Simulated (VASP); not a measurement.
## Rb: single point with PBEsol

Rb, a wire with vacuum:

```
Rb
1.0
    11.00000    0.00000    0.00000
     0.00000    9.30000    0.00000
     0.00000    0.00000    7.86360
Rb
2
Direct
  0.41064 0.50000 0.00000
  0.58936 0.50000 0.50000
```

- Program: VASP 6.6.1
- Task: single point
- Functional: PBEsol
- Potentials or basis: VASP PAW PBE potentials, release 64 (Rb_sv)
- Cutoff: 520 eV
- k mesh: 1 × 1 × 8
- Occupations: gaussian, width 0.05 eV
- Spin: collinear spin, ferromagnetic start
- Starting moments: [0.5, 0.5] μB
- Dipole correction: no
- Further INCAR settings: ALGO = Normal; EDIFF = 1e-06; NBANDS = 20

```yaml
Largest_force: 0.054 eV/Å
Net_moment: 0.14 μB per cell
Valence_electrons_inside_the_program's_atomic_spheres: Rb 7.29
```

Forces in eV/Å, atoms in the order of the input:
```
Rb  -0.054  0.000  0.000
Rb   0.054  0.000  0.000
```

Levels at points of the mesh, in eV from the Fermi level:
Spin up:
| k point | band 5 | band 6 | band 7 | band 8 | band 9 | band 10 | band 11 | band 12 | band 13 | band 14 |
| --- | --- | --- | --- | --- | --- | --- | --- | --- | --- | --- |
| (0.00, 0.00, 0.00) | -13.47 | -13.45 | -13.45 | -13.37 | -0.76 | 0.98 | 1.44 | 1.54 | 1.67 | 1.71 |
| (0.00, 0.00, 0.50) | -13.46 | -13.46 | -13.41 | -13.41 | -0.03 | -0.03 | 1.49 | 1.49 | 1.74 | 1.74 |
Spin down:
```csv
k point,band 7,band 8,band 9,band 10,band 11,band 12
"(0.00, 0.00, 0.00)",-13.44,-13.37,-0.70,1.03,1.49,1.58
"(0.00, 0.00, 0.50)",-13.40,-13.40,0.03,0.03,1.53,1.53
```

Run time: 8.2 min on 1 thread of AMD EPYC 7R43 64-Core Processor (Zen 3) (shared host), peak memory 0.92 GiB.

Caveat: the PAW data sets were made with another functional, which shifts forces and pressure a little.
